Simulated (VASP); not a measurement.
Write the native input for VASP 6.6.1 that does the following.

- Task: single point
- Functional: PBE
- Potentials or basis: VASP PAW PBE potentials, release 64 (Sb)
- Cutoff: 500 eV
- k mesh: 14 × 14 × 14
- Occupations: gaussian, width 0.1 eV
- Spin: no spin polarisation
- Dipole correction: no
- Further INCAR settings: ALGO = Normal; EDIFF = 1e-06; NBANDS = 8

The structure of Sb lies in POSCAR:

```
Sb
1.0
    0.0000000000      2.3712425216      2.3712425216
    2.3712425216      0.0000000000      2.3712425216
    2.3712425216      2.3712425216      0.0000000000
Sb
1
Direct
   -0.0057121951     -0.0010437566      0.0156985208
```

This cell differs from its parent crystal: one atom moved.

The input as run:

INCAR

```
SYSTEM = Sb
ALGO = Normal
EDIFF = 1E-6
ENCUT = 500
GGA = PE
GGA_COMPAT = .FALSE.
ISIF = 2
ISMEAR = 0
LASPH = .TRUE.
LCHARG = .FALSE.
LREAL = .FALSE.
LWAVE = .FALSE.
NBANDS = 8
NELM = 120
PREC = Accurate
SIGMA = 0.1
```

KPOINTS

```
k-points
0
G
  14 14 14
  0 0 0
```

Potentials or basis: VASP PAW PBE potentials, release 64 (Sb).

Launch:

```bash
$ cat potpaw_PBE.64/Sb/POTCAR > POTCAR
$ mpirun -np 1 vasp_std > vasp.out
```

It gave:

```
Pressure : 1.7 GPa
```

Caveat: the cell differs from its parent crystal (one atom moved).

Run time: 4.3 s on 1 thread of Intel(R) Xeon(R) 6975P-C (Granite Rapids) (shared host), peak memory 0.14 GiB.
